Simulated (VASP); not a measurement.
Here is a VASP 6.6.1 calculation.

File POSCAR:

```
C
1.0
    2.5031953718      0.0000000000      0.0000000000
   -1.2515976859      2.1678307826      0.0000000000
    0.0000000000      0.0000000000      4.1688692921
C
4
Direct
    0.3333333333      0.6666666667      0.0002313166
    0.6666666667      0.3333333333      0.5002313166
    0.3333333333      0.6666666667      0.3747686834
    0.6666666667      0.3333333333      0.8747686834
```

File INCAR.step1:

```
ALGO = Normal ; EDIFF = 1E-5
ENCUT = 1430 ; GGA = PE
GGA_COMPAT = F ; ISMEAR = 0
LASPH = T ; LCHARG = F
LREAL = F ; LWAVE = T
NBANDS = 16 ; NELM = 120
PREC = Accurate ; SIGMA = 0.01
```

Contents of INCAR.step2:

```
ALGO = Normal ; EDIFF = 1E-6
ENCUT = 1430 ; GGA_COMPAT = F
ISIF = 2 ; ISMEAR = 0
ISTART = 1 ; LASPH = T
LCHARG = T ; LELF = T
LMIXTAU = T ; LREAL = F
LVHAR = T ; LWAVE = F
METAGGA = R2SCAN ; NBANDS = 16
NELM = 120 ; PREC = Accurate
SIGMA = 0.01
```

Contents of KPOINTS:

```
k-points
0
Gamma
  12 12 6
```

Potentials or basis: VASP PAW PBE potentials, release 64 (C_h).

The run is started by

```bash
$ cat potpaw_PBE.64/C_h/POTCAR > POTCAR
$ cp INCAR.step1 INCAR
$ mpirun -np 1 vasp_std > vasp.out
$ cp INCAR.step2 INCAR
$ mpirun -np 1 vasp_std > vasp.out
```

Task: What does it give for the pressure?

Result: -0.6 GPa.

Task: What does it give for the band gap on the k mesh?

Result: 3.59 eV (least direct gap 5.24 eV).

Caveat: the PAW data sets were made with another functional, which shifts forces and pressure a little. A k mesh can miss the band edges.
